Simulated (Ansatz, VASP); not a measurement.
## TiC in VASP and in Ansatz

```xyz
2
Lattice="0.0000 2.1657 2.1657 2.1657 0.0000 2.1657 2.1657 2.1657 0.0000" Properties=species:S:1:pos:R:3 pbc="T T T"
Ti    0.0000    0.0000    0.0000
C     2.1657    2.1657    2.1657
```

Alike in both runs: task relaxation of cell and atoms; functional LDA; k mesh 8 × 8 × 8; occupations gaussian, width 0.1 eV; no spin polarisation.

|  | VASP | Ansatz |
| --- | --- | --- |
| version | VASP 6.6.1 | Ansatz 0.2.0 |
| potentials or method | VASP PAW LDA potentials, release 64 (Ti_sv, C), cutoff 600 eV | scalar-relativistic, plane waves, PAW |
| valence electrons in the cell | 16 | 16 |

Ansatz gave:

| Item | Value |
| --- | --- |
| gap on the k mesh at the Fermi level, each at its own relaxed structure (eV) | none |
| relaxed volume (Å³/atom) | 9.67 |
| relaxed cell length with the largest relative difference (Å) | 3.012 |

Which values does VASP return?

gap on the k mesh at the Fermi level, each at its own relaxed structure (eV): none; relaxed volume (Å³/atom): 9.70; relaxed cell length with the largest relative difference (Å): 3.016.

Ansatz warns that its potentials were made for another functional, while VASP's fit it. LDA's correlation is that of Perdew and Zunger in VASP and of Perdew and Wang (1992) in Ansatz. A gap of «none» marks a metal or a gap that the smearing closes.
